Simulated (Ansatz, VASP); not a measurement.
## Sb5O: VASP beside Ansatz

```
Sb O
1.0
     4.59668    0.00000    0.00000
     0.00000    4.59668    0.00000
     0.00000    0.00000    9.13242
Sb O
5 1
Direct
  0.00000 0.50000 0.50000
  0.50000 0.00000 0.50000
  0.00000 0.00000 0.83665
  0.00000 0.00000 0.16335
  0.00000 0.00000 0.50000
  0.50000 0.50000 0.00000
```

Alike in both runs: task relaxation of cell and atoms; functional PBE; k mesh 4 × 4 × 2; occupations gaussian, width 0.1 eV; no spin polarisation.

```csv
,VASP,Ansatz
version,VASP 6.6.1,Ansatz 0.2.0
potentials or method,"VASP PAW PBE potentials, release 64 (Sb, O), cutoff 600 eV","scalar-relativistic, plane waves, PAW"
valence electrons in the cell,31,81
```

VASP gave:

- gap on the k mesh at the Fermi level, each at its own relaxed structure (eV): none
- relaxed volume (Å³/atom): 44.92
- relaxed length of the cell vector where the two differ most in proportion (Å): 5.547

**Question.** What did Ansatz give for the same quantities?

**Answer.** gap on the k mesh at the Fermi level, each at its own relaxed structure (eV): none; relaxed volume (Å³/atom): 45.24; relaxed length of the cell vector where the two differ most in proportion (Å): 5.574.

A gap of «none» marks a metal or a gap that the smearing closes. VASP's potentials hold 31 valence electrons a cell and Ansatz's 81, so a difference there can come from the potentials and not from the codes.

Spin-orbit coupling is off throughout. Noted on VASP's run: the volume moved by over 15 % at a fixed basis, so the end points are rough.
